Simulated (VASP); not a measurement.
Runs of VASP 6.6.1 on K. The structure is that of space group Im-3m (No. 229), or close to it. The cells are those of the table. 

```csv
task,level,spin,fixed moment (μB),cell,k mesh,cutoff (eV),smearing,dipole correction,tolerance level,purpose,K density,grid for exact exchange (PRECFOCK),gap on the mesh (eV),pressure (GPa),moment (μB)
single point,PBE+D4,collinear,-,"a = 4.609 Å, angles 109.5°, 1 atom",7 × 7 × 7,500,methfessel-paxton 0.05 eV,no,-,-,-,-,none,-0.2,0.04
single point,AM05,off,-,"a = 4.672 Å, angles 109.5°, 1 atom",10 × 10 × 10,300,tetrahedron 0.1 eV,-,standard,density of states,8 × 8 × 8,-,none,-,-
single point,PBE+D4,collinear,-,"a = 4.641 Å, angles 109.5°, 1 atom",7 × 7 × 7,500,methfessel-paxton 0.05 eV,no,-,-,-,-,none,-0.3,0.04
single point,HSE06,off,-,"a = 4.641 Å, angles 109.5°, 1 atom",5 × 5 × 5,400,gaussian 0.05 eV,no,-,-,-,Normal,none,-0.1,-
single point,r2SCANh+D4,off,-,"a = 4.672 Å, angles 109.5°, 1 atom",5 × 5 × 5,440,fermi-dirac 0.01 eV,no,-,-,-,Normal,none,-0.1,-
elastic constants,BLYP,"collinear, zero start",0.0,"a = 4.672 Å, angles 109.5°, 1 atom",5 × 5 × 5,500,fermi-dirac 0.1 eV,no,-,-,-,-,-,-,0.00
single point,PBE+D4,collinear,-,"a = 4.734 Å, angles 109.5°, 1 atom",7 × 7 × 7,500,methfessel-paxton 0.05 eV,no,-,-,-,-,none,-0.5,0.04
single point,HSE06,off,-,"a = 4.703 Å, angles 109.5°, 1 atom",5 × 5 × 5,400,gaussian 0.05 eV,no,-,-,-,Normal,none,-0.2,-
single point,PBE+D4,collinear,-,"a = 4.672 Å, angles 109.5°, 1 atom",7 × 7 × 7,500,methfessel-paxton 0.05 eV,no,-,-,-,-,none,(a),0.04
single point,PBE,off,-,"a = 4.124 Å, angles 109.5°, 1 atom",7 × 7 × 7,520,fermi-dirac 0.05 eV,no,-,-,-,-,none,2.0,-
single point,HSE06,off,-,"a = 4.764 Å, angles 109.5°, 1 atom",5 × 5 × 5,400,gaussian 0.05 eV,no,-,-,-,Normal,none,-0.3,-
single point,AM05,off,-,"a = 4.672 Å, angles 109.5°, 1 atom",21 × 21 × 21,520,tetrahedron 0.1 eV,-,standard,density of states,8 × 8 × 8,-,none,-,-
```

Alike in all rows: potentials or basis VASP PAW PBE potentials, release 64 (K_sv).

Estimate the missing entries.

(a) -0.4.

Caveats: the PAW data sets were made with another functional, which shifts forces and pressure a little (at least some runs); tetrahedron occupations give inexact forces and stress in metals (at least some runs); the cutoff is under 1.25 times the usual one of these potentials, so pressure, stress and relaxed cells hold a basis-set (Pulay) error (at least some runs); the elastic tensor has a negative eigenvalue, so either the cell is unstable as it stands or the mesh is too thin (at least some runs); the total moment is fixed, so each spin has its own Fermi level (at least some runs).

A gap of «none» marks levels without a gap at the run's occupations.
